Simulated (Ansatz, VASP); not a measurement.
## AgBr: VASP beside Ansatz

```
Ag Br
1.0
     0.00000    2.86202    2.86202
     2.86202    0.00000    2.86202
     2.86202    2.86202    0.00000
Ag Br
1 1
Cartesian
  0.0000 0.0000 0.0000
  2.8620 2.8620 2.8620
```

Alike in both runs: task single point; functional PBE; k mesh 8 × 8 × 8; occupations gaussian, width 0.02 eV; no spin polarisation.

|  | VASP | Ansatz |
| --- | --- | --- |
| version | VASP 6.6.1 | Ansatz 0.2.0 |
| potentials or method | VASP PAW PBE potentials, release 64 (Ag, Br), cutoff 500 eV | scalar-relativistic, plane waves, PAW |
| valence electrons in the cell | 18 | 26 |

```tsv
	VASP	Ansatz	Ansatz less VASP
gap on the k mesh at the Fermi level (eV)	0.67	0.67	+0.001
least direct gap on the mesh (eV)	2.64	2.64	+0.001
pressure (GPa)	2.7	2.8	+0.04
```

With one functional, cell and mesh, what is left measures potentials, basis and numerics. VASP's potentials hold 18 valence electrons a cell and Ansatz's 26, so a difference there can come from the potentials and not from the codes.
